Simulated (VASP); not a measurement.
A run of VASP 6.6.1:

File POSCAR:

```
SrO
1.0
    3.5532880900      0.0000000000      0.0000000000
   -1.7766440500      3.0772377500      0.0000000000
    0.0000000000      0.0000000000      6.2173039800
Sr O
2 2
Direct
    0.3333333314      0.6666666721      0.2499999992
    0.6666666703      0.3333333312      0.7499999992
    0.0000000000      0.0000000000      0.0000000000
    0.0000000000      0.0000000000      0.5000000000
```

INCAR.step1

```
SYSTEM = SrO
PREC = Accurate
ENCUT = 520
EDIFF = 1E-6
ISMEAR = 0
SIGMA = 0.01
LREAL = .False.
LASPH = .True.
NELM = 80
ALGO = Normal
ISIF = 2
LWAVE = .False.
LCHARG = .True.
GGA = PS
NBANDS = 24
```

Contents of KPOINTS.step1:

```
regular mesh
0
Gamma
  6 6 4
  0 0 0
```

INCAR.step2

```
SYSTEM = SrO
PREC = Accurate
ENCUT = 520
EDIFF = 1E-6
ISMEAR = -5
SIGMA = 0.01
LREAL = .False.
LASPH = .True.
NELM = 80
ALGO = Normal
ISIF = 2
LWAVE = .False.
LCHARG = .False.
GGA = PS
LORBIT = 11
NBANDS = 24
NEDOS = 2001
ICHARG = 11
```

KPOINTS.step2

```
regular mesh
0
Gamma
  9 9 6
  0 0 0
```

Potentials or basis: VASP PAW PBE potentials, release 64 (Sr_sv, O).

Run with:

```console
$ cat potpaw_PBE.64/Sr_sv/POTCAR potpaw_PBE.64/O/POTCAR > POTCAR
$ cp INCAR.step1 INCAR
$ cp KPOINTS.step1 KPOINTS
$ mpirun -np 1 vasp_std > vasp.out
$ cp INCAR.step2 INCAR
$ cp KPOINTS.step2 KPOINTS
$ mpirun -np 1 vasp_std > vasp.out
```

Hardware: 1 thread of Intel(R) Xeon(R) 6975P-C (Granite Rapids), on a shared host.

Estimate the wall time of this run.

Wall time 37 s on 1 thread of Intel(R) Xeon(R) 6975P-C (Granite Rapids) (shared host), peak memory 0.21 GiB. Counts: k points 48.
